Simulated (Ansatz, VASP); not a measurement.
Pb: VASP beside Ansatz

Contents of INCAR:

```
ALGO = Normal
EDIFF = 1E-6
ENCUT = 500
GGA = PS
GGA_COMPAT = F
ISIF = 2
ISMEAR = 1
LASPH = T
LCHARG = F
LREAL = F
LWAVE = F
NBANDS = 13
NELM = 120
PREC = Accurate
SIGMA = 0.15
```

File KPOINTS:

```
k-points
0
Gamma
  9 9 9
```

POSCAR

```
Pb
1.0
   -1.9796595000      1.9796595000      1.9796595000
    1.9796595000     -1.9796595000      1.9796595000
    1.9796595000      1.9796595000     -1.9796595000
Pb
1
Direct
    0.0000000000      0.0000000000      0.0000000000
```

Input for Ansatz:

```yaml
crystal:
  lattice:
    bravais: bcc
    a: 3.959319
  space_group: 229
  atoms:
    - { symbol: Pb, position: [0.0, 0.0, 0.0] }
  reduce_to_primitive: true
kpoints:
  mp_grid:
    grid: [9, 9, 9]
hamiltonian:
  xc: pbesol
  pseudopotentials:
    kind: paw
scf:
  occupations:
    method: cold
    width: 0.15
output:
  stress: true
```

Alike in both runs: task single point; functional PBEsol; k mesh 9 × 9 × 9; no spin polarisation.

```csv
,VASP,Ansatz
version,VASP 6.6.1,Ansatz 0.2.0
potentials or method,"VASP PAW PBE potentials, release 64 (Pb_d)","plane waves, PAW"
plane-wave cutoff (eV),500,420
occupations,"methfessel-paxton of order 1, width 0.15 eV","cold, width 0.15 eV"
valence electrons in the cell,14,14
```

|  | VASP | Ansatz | Ansatz less VASP |
| --- | --- | --- | --- |
| pressure (GPa) | -2.1 | -2.0 | +0.09 |

VASP's potentials were made for PBE, not for PBEsol.

Neither program's run includes spin-orbit coupling.
